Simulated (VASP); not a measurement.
# KMgF3 (Pm-3m) in VASP: a series of runs, part 3 of 3

VASP 6.6.1. Earlier steps stand in the parts before.

## (5) Relaxation of cell and atoms, r2SCAN

This run uses another cell than the first one, of 13.32 Å³/atom.

POSCAR reads:

```
KMgF3
1.0
    4.0538640590      0.0000000000      0.0000000000
    0.0000000000      4.0538640590      0.0000000000
    0.0000000000      0.0000000000      4.0538640590
K Mg F
1 1 3
Direct
    0.0000000000      0.0000000000      0.0000000000
    0.5000000000      0.5000000000      0.5000000000
    0.5000000000      0.5000000000      0.0000000000
    0.5000000000      0.0000000000      0.5000000000
    0.0000000000      0.5000000000      0.5000000000
```

INCAR.step1 reads:

```
SYSTEM = KMgF3
  PREC = Accurate
  ENCUT = 600
  ISMEAR = -1
  SIGMA = 0.02
  LREAL = .FALSE.
  LASPH = .TRUE.
  NELM = 60
  GGA = PE
  ALGO = Normal
  EDIFF = 1E-4
  LWAVE = .TRUE.
  LCHARG = .FALSE.
```

INCAR.step2 reads:

```
SYSTEM = KMgF3
  PREC = Accurate
  ENCUT = 600
  EDIFF = 1E-6
  ISMEAR = -1
  SIGMA = 0.02
  LREAL = .FALSE.
  LASPH = .TRUE.
  NELM = 60
  ALGO = Normal
  ISIF = 3
  LWAVE = .FALSE.
  LCHARG = .FALSE.
  METAGGA = R2SCAN
  LMIXTAU = .TRUE.
  IBRION = 2
  NSW = 80
  EDIFFG = -0.005
  ISTART = 1
```

KPOINTS reads:

```
regular mesh
0
G
  6 6 6
  0 0 0
```

Potentials or basis: VASP PAW PBE potentials, release 64 (K_sv, Mg, F).

On the command line:

```sh
> cat potpaw_PBE.64/K_sv/POTCAR potpaw_PBE.64/Mg/POTCAR potpaw_PBE.64/F/POTCAR > POTCAR
> cp INCAR.step1 INCAR
> mpirun -np 1 vasp_std > vasp.out
> cp INCAR.step2 INCAR
> mpirun -np 1 vasp_std > vasp.out
```

OUTCAR:

```text
SYSTEM = KMgF3
   PREC = Accurate
   ENCUT = 600
   EDIFF = 1E-6
   ISMEAR = -1
   LREAL = .FALSE.
   LASPH = .TRUE.
   NELM = 60
   ISIF = 3
   METAGGA = R2SCAN
   IBRION = 2
   NSW = 80
   EDIFFG = -0.005
   ISTART = 1

 ion  position               nearest neighbor table
   1  0.000  0.000  0.000-   2 3.51   2 3.51   2 3.51   2 3.51   2 3.51   2 3.51   2 3.51   2 3.51

   2  0.500  0.500  0.500-   3 2.03   4 2.03   5 2.03   3 2.03   4 2.03   5 2.03   1 3.51   1 3.51
                             1 3.51   1 3.51   1 3.51   1 3.51   1 3.51   1 3.51
   3  0.500  0.500  0.000-   2 2.03   2 2.03
   4  0.500  0.000  0.500-   2 2.03   2 2.03
   5  0.000  0.500  0.500-   2 2.03   2 2.03

  LATTYP: Found a simple cubic cell.
 ALAT       =     4.0538640590

  Lattice vectors:

 A1 = (   4.0538640590,   0.0000000000,   0.0000000000)
 A2 = (   0.0000000000,   4.0538640590,   0.0000000000)
 A3 = (   0.0000000000,   0.0000000000,   4.0538640590)

Analysis of symmetry for initial positions (statically):
=====================================================================
 Subroutine PRICEL returns:
 Original cell was already a primitive cell.

 Routine SETGRP: Setting up the symmetry group for a
 simple cubic supercell.

 Subroutine GETGRP returns: Found 48 space group operations
 (whereof 48 operations were pure point group operations)
 out of a pool of 48 trial point group operations.

The static configuration has the point symmetry O_h .

Analysis of symmetry for dynamics (positions and initial velocities):
=====================================================================
 Subroutine PRICEL returns:
 Original cell was already a primitive cell.

 Routine SETGRP: Setting up the symmetry group for a
 simple cubic supercell.

 Subroutine GETGRP returns: Found 48 space group operations
 (whereof 48 operations were pure point group operations)
 out of a pool of 48 trial point group operations.

The dynamic configuration has the point symmetry O_h .

 Subroutine INISYM returns: Found 48 space group operations
 (whereof 48 operations are pure point group operations),
 and found     1 'primitive' translations
[... 98 lines left out ...]
   EDIFFG = -.5E-02   stopping-criterion for IOM
   NSW    =     80    number of steps for IOM
   IBRION =      2    ionic relax: 0-MD 1-quasi-New 2-CG
   NFREE  =      1    steps in history (QN), initial steepest desc. (CG)
   ISIF   =      3    stress and relaxation
   ISYM   =      2    0-nonsym 1-usesym 2-fastsym
   POTIM  = 0.5000    time-step for ionic-motion
   TEBEG  =    0.0;   TEEND  =   0.0 temperature during run
   PSTRESS=    0.0 pullay stress
   NELECT =      32.0000    total number of electrons
   NUPDOWN=      -1.0000    fix difference up-down
   EMIN   =  10.00;   EMAX   =-10.00  energy-range for DOS
   EFERMI =   0.00;   METHOD = LEGACY
   ISMEAR =    -1;   SIGMA  =   0.02  broadening in eV -4-tet -1-fermi 0-gaus
   EFERMI_NEDOS =   21; number of points for ismear=-14 and -15
   IALGO  =     38    algorithm
   IMIX   =      4    mixing-type and parameters
     AMIX     =   0.40;   BMIX     =  1.00
     AMIX_MAG =   1.60;   BMIX_MAG =  1.00
  volume/ion in A,a.u.               =      13.32        89.92
  Fermi-wavevector in a.u.,A,eV,Ry     =   1.282101  2.422820 22.365032  1.643784
  Thomas-Fermi vector in A             =   2.414432
   LORBIT       =      0    0 simple, 1 ext, 2 COOP (PROOUT), +10 PAW based schemes
   METAGGA = R2SCAN    functional components
   LHFCALC =     F    Hartree Fock is set to
   AEXX    =    0.0000 exact exchange contribution
   IVDW    =     0    specifies the selected vdW correction
   LEPSILON=     F    determine dielectric tensor
   LRPA    =     F    only Hartree local field effects (RPA)
 conjugate gradient relaxation of ions
 non-spin polarized calculation
  energy-cutoff  :      600.00
  volume of cell :       66.62
 maximum number of plane-waves:      2272
   NGX = 17   NGY = 17   NGZ = 17

--------------------------------------- Ionic step        1  -------------------------------------------

 number of electron      32.0000043 magnetization

 Free energy of the ion-electron system (eV)
  ---------------------------------------------------
  ext. energy  EPLUGINS =         0.00000000
  ---------------------------------------------------
  free energy    TOTEN  =       -37.37693753 eV

  energy without entropy =      -37.37693753  energy(sigma->0) =      -37.37693753

 E-fermi :  -2.0324     XC(G=0):  -9.9329

 val. band max:       -2.4637494872   @ k =   0.5000   0.5000   0.5000
 cond. band min:       5.3993245136   @ k =   0.0000   0.0000   0.0000
 fundamental gap:      7.8630740009
 Fermi energy:        -2.0324461044

 k-point     1 :       0.0000    0.0000    0.0000
  band No.  band energies     occupation
      1     -29.1668      2.00000
      2     -23.5748      2.00000
      3     -23.0065      2.00000
      4     -23.0065      2.00000
      5     -11.8867      2.00000
      6     -11.8867      2.00000
[... 526 lines left out ...]
--------------------------------------- Ionic step        3  -------------------------------------------

 number of electron      31.9999995 magnetization

 Free energy of the ion-electron system (eV)
  ---------------------------------------------------
  ext. energy  EPLUGINS =         0.00000000
  ---------------------------------------------------
  free energy    TOTEN  =       -37.43893256 eV

  energy without entropy =      -37.43893256  energy(sigma->0) =      -37.43893256

 E-fermi :  -1.6349     XC(G=0): -10.2765

 val. band max:       -2.1541212105   @ k =   0.5000   0.5000   0.5000
 cond. band min:       6.2076433451   @ k =   0.0000   0.0000   0.0000
 fundamental gap:      8.3617645556
 Fermi energy:        -1.6348663497

 k-point     1 :       0.0000    0.0000    0.0000
  band No.  band energies     occupation
      1     -28.7204      2.00000
      2     -23.4299      2.00000
      3     -22.7814      2.00000
      4     -22.7814      2.00000
      5     -11.4493      2.00000
      6     -11.4493      2.00000
[... 481 lines left out ...]
  FREE ENERGIE OF THE ION-ELECTRON SYSTEM (eV)
  ---------------------------------------------------
  free  energy   TOTEN  =       -37.4389325633 eV

  energy  without entropy=      -37.4389325633  energy(sigma->0) =      -37.43893256

 reached required accuracy - stopping structural energy minimisation
```

OSZICAR.step1:

```text
N       E                     dE             d eps       ncg     rms          rms(c)
DAV:   1     0.263950356555E+03    0.26395E+03   -0.18816E+04   800   0.173E+03
DAV:   2    -0.148553407202E+02   -0.27881E+03   -0.27018E+03  1128   0.403E+02
DAV:   3    -0.262585681824E+02   -0.11403E+02   -0.11375E+02   956   0.816E+01
DAV:   4    -0.266741073436E+02   -0.41554E+00   -0.41494E+00  1392   0.119E+01
DAV:   5    -0.266751820062E+02   -0.10747E-02   -0.10745E-02   940   0.651E-01    0.894E+00
DAV:   6    -0.244683910470E+02    0.22068E+01   -0.96543E+00   896   0.224E+01    0.365E+00
DAV:   7    -0.244584126246E+02    0.99784E-02   -0.24033E-01  1052   0.338E+00    0.231E+00
DAV:   8    -0.244568117581E+02    0.16009E-02   -0.73945E-02   936   0.302E+00    0.278E-01
DAV:   9    -0.244568079292E+02    0.38289E-05   -0.12752E-02  1012   0.827E-01    0.121E-01
DAV:  10    -0.244571417376E+02   -0.33381E-03   -0.11134E-03  1048   0.270E-01    0.621E-02
DAV:  11    -0.244571770292E+02   -0.35292E-04   -0.13932E-04   628   0.101E-01
   1 F= -.24457177E+02 E0= -.24457177E+02  d E =-.122247E-12
```

It took 3.2 min on 1 thread of Intel Xeon Platinum 8488C (Sapphire Rapids), shared host; peak memory 0.22 GiB.

What came out:

```yaml
Free_energy: -37.4389 eV
Relaxed_volume: 12.49 Å³/atom
Relaxed_cell: a = 3.968 Å, b = 3.968 Å, c = 3.968 Å, α = 90.00°, β = 90.00°, γ = 90.00°
Space_group_after_relaxing_to_0.1_Å: Pm-3m (No. 221)
Energy_gained_by_relaxing: 12.4 meV/atom
Ionic_steps: 3
Pressure_after_relaxing: 0.0 GPa
Band_gap_on_the_k_mesh: 8.36 eV (least direct gap 8.68 eV)
```

Step by step:
| step | energy change (eV) | largest force (eV/Å) | pressure (GPa) | volume (Å³) |
| --- | --- | --- | --- | --- |
| 1 | 0.0000 | 0.0000 | -4.48 | 66.62 |
| 2 | -0.0604 | 0.0000 | -0.80 | 63.09 |
| 3 | -0.0620 | 0.0000 | -0.01 | 62.47 |

Final structure:
```xyz
5
Lattice="3.9678 0.0000 0.0000 0.0000 3.9678 0.0000 0.0000 0.0000 3.9678" Properties=species:S:1:pos:R:3 pbc="T T T"
K     0.0000    0.0000    0.0000
Mg    1.9839    1.9839    1.9839
F     1.9839    1.9839    0.0000
F     1.9839    0.0000    1.9839
F     0.0000    1.9839    1.9839
```

Levels at points of the mesh, in eV from the valence-band top:
| k point | band 13 | band 14 | band 15 | band 16 | band 17 | band 18 | band 19 | band 20 |
| --- | --- | --- | --- | --- | --- | --- | --- | --- |
| (0.00, 0.00, 0.00) | -0.65 | -0.32 | -0.32 | -0.32 | 8.36 | 10.86 | 10.86 | 13.21 |
| (0.50, 0.00, 0.00) | -0.88 | -0.88 | -0.54 | -0.54 | 11.10 | 11.62 | 11.94 | 13.84 |
| (0.50, 0.50, 0.00) | -1.06 | -0.91 | -0.91 | -0.02 | 11.96 | 12.62 | 13.80 | 13.80 |
| (0.50, 0.50, 0.50) | -1.13 | 0.00 | 0.00 | 0.00 | 11.44 | 11.44 | 11.44 | 15.07 |

Caveat: the PAW data sets were made with another functional, which shifts forces and pressure a little. A k mesh can miss the band edges.

## (6) Summary

| level | potentials or basis | cell | gap on the mesh (eV) | pressure (GPa) | relaxed volume (Å³/atom) |
| --- | --- | --- | --- | --- | --- |
| PBE | VASP PAW PBE potentials, release 64 (K_sv, Mg, F) | relaxed from a = 3.611 Å, 5 atoms | 7.03 | 0.0 | 13.14 |
| PBEsol | VASP PAW PBE potentials, release 64 (K_sv, Mg, F) | relaxed from a = 4.054 Å, 5 atoms | 7.15 | 0.0 | 12.63 |
| LDA | VASP PAW LDA potentials, release 64 (K_sv, Mg, F) | relaxed from a = 4.054 Å, 5 atoms | 7.52 | 0.0 | 11.79 |
| r2SCAN | VASP PAW PBE potentials, release 64 (K_sv, Mg, F) | relaxed from a = 4.054 Å, 5 atoms | 8.36 | 0.0 | 12.49 |

Alike in all rows: task relaxation of cell and atoms; no spin polarisation; k mesh 6 × 6 × 6; cutoff (eV) 600; smearing fermi-dirac 0.02 eV.

Caveats: the PAW data sets were made with another functional, which shifts forces and pressure a little (at least some runs); the volume moved by over 15 % at a fixed basis, so the end points are rough (at least some runs).

Absolute energies hang on the potentials; compare differences alone.
